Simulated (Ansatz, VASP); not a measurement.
Hg in VASP and in Ansatz

The input INCAR:

```
SYSTEM = Hg
ALGO = Normal
EDIFF = 1E-6
ENCUT = 500
GGA = PS
GGA_COMPAT = .False.
ISIF = 2
ISMEAR = 0
LASPH = .True.
LCHARG = .False.
LREAL = .False.
LWAVE = .False.
NBANDS = 12
NELM = 120
PREC = Accurate
SIGMA = 0.05
```

File KPOINTS:

```
k-points
0
Gamma
  12 12 12
  0 0 0
```

Contents of POSCAR:

```
Hg
1.0
    0.0000000000      2.3919113801      2.3919113801
    2.3919113801      0.0000000000      2.3919113801
    2.3919113801      2.3919113801      0.0000000000
Hg
1
Direct
   -0.1094668482     -0.0387995144      0.0811798471
```

Input for Ansatz:

```yaml
crystal:
  lattice:
    - [0.0, 2.3919113801, 2.3919113801]
    - [2.3919113801, 0.0, 2.3919113801]
    - [2.3919113801, 2.3919113801, 0.0]
  atoms:
    - { symbol: Hg, position: [-0.1094668482, -0.0387995144, 0.0811798471] }
basis:
  ecutwfc: 420
kpoints:
  mp_grid: { grid: [12, 12, 12] }
hamiltonian:
  xc: pbesol
scf:
  occupations: { method: gaussian, width: 0.05 }
output:
  forces: true
  stress: true
  eigenvalues: true
```

Change from the starting cell: one atom moved.

Alike in both runs: task single point; functional PBEsol; k mesh 12 × 12 × 12; occupations gaussian, width 0.05 eV; no spin polarisation.

|  | VASP | Ansatz |
| --- | --- | --- |
| version | VASP 6.6.1 | Ansatz 0.2.0 |
| potentials or method | VASP PAW PBE potentials, release 64 (Hg), cutoff 500 eV | scalar-relativistic, plane waves, PAW |
| valence electrons in the cell | 12 | 20 |

Ansatz gave:

* gap on the k mesh at the Fermi level (eV): none
* pressure (GPa): -3.2

Q: Which values does VASP return?

A: gap on the k mesh at the Fermi level (eV): none; pressure (GPa): -3.0.

VASP's potentials were made for PBE, not for PBEsol. A gap of «none» marks a metal or a gap that the smearing closes. With one functional, cell and mesh, what is left measures potentials, basis and numerics. VASP's potentials hold 12 valence electrons a cell and Ansatz's 20, so a difference there can come from the potentials and not from the codes.

Neither program's run includes spin-orbit coupling.
